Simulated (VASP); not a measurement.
Here is a VASP 6.6.1 calculation.

File INCAR:

```
PREC = Accurate
ENCUT = 520
EDIFF = 1E-6
ISMEAR = 0
SIGMA = 0.1
LREAL = False
LASPH = True
NELM = 80
ALGO = Normal
ISIF = 2
LWAVE = False
LCHARG = False
GGA = PE
NBANDS = 10
```

The input KPOINTS:

```
Automatic mesh
0
Gamma
  18 18 18
```

POSCAR

```
Re
1.0
    0.0000000000      1.8760551686      1.8760551686
    1.8760551686      0.0000000000      1.8760551686
    1.8760551686      1.8760551686      0.0000000000
Re
1
Direct
    0.0000000000      0.0000000000      0.0000000000
```

Potentials or basis: VASP PAW PBE potentials, release 64 (Re).

Run with:

```bash
$ cat potpaw_PBE.64/Re/POTCAR > POTCAR
$ mpirun -np 1 vasp_std > vasp.out
```

Q: What does it give for the pressure?

A: 61.9 GPa.
